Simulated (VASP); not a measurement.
Runs of VASP 6.6.1 on Pt. Symmetry: Fm-3m, No. 225, cubic system. Conventional cell: a = 3.943 Å, b = 3.943 Å, c = 3.943 Å, α = 90.00°, β = 90.00°, γ = 90.00°. Pt (site symmetry m-3m) has 12 Pt at 2.79 Å within 3.7 Å. 

```csv
task,level,potentials or basis,spin,gap on the mesh (eV),pressure (GPa),moment (μB)
single point,LDA,"VASP PAW LDA potentials, release 64 (Pt)","non-collinear, zero start, SOC",-,-8.9,0.00
electric field gradients,r2SCAN,"VASP PAW PBE potentials, release 64 (Pt)",off,none,0.0,-
electric field gradients,PBEsol,"VASP PAW PBE potentials, release 64 (Pt)",off,none,(a),-
electric field gradients,PBE,"VASP PAW PBE potentials, release 64 (Pt)",off,none,4.8,-
electric field gradients,LDA,"VASP PAW LDA potentials, release 64 (Pt)","non-collinear, zero start, SOC",-,-8.9,0.00
```

Alike in all rows: cell as given; k mesh 16 × 16 × 16; cutoff (eV) 520; smearing fermi-dirac 0.05 eV.

Fill in the values left out.

(a) -5.7.

Caveats: the cell stands under tension (at least some runs); spin-orbit coupling is left out, which moves the levels of the heavy elements (at least some runs); the PAW data sets were made with another functional, which shifts forces and pressure a little (at least some runs); the cell stands under pressure (at least some runs).

A k mesh can miss the band edges, and rows without SOC leave out spin-orbit coupling on Pt.

A gap of «none» marks levels without a gap at the run's occupations.
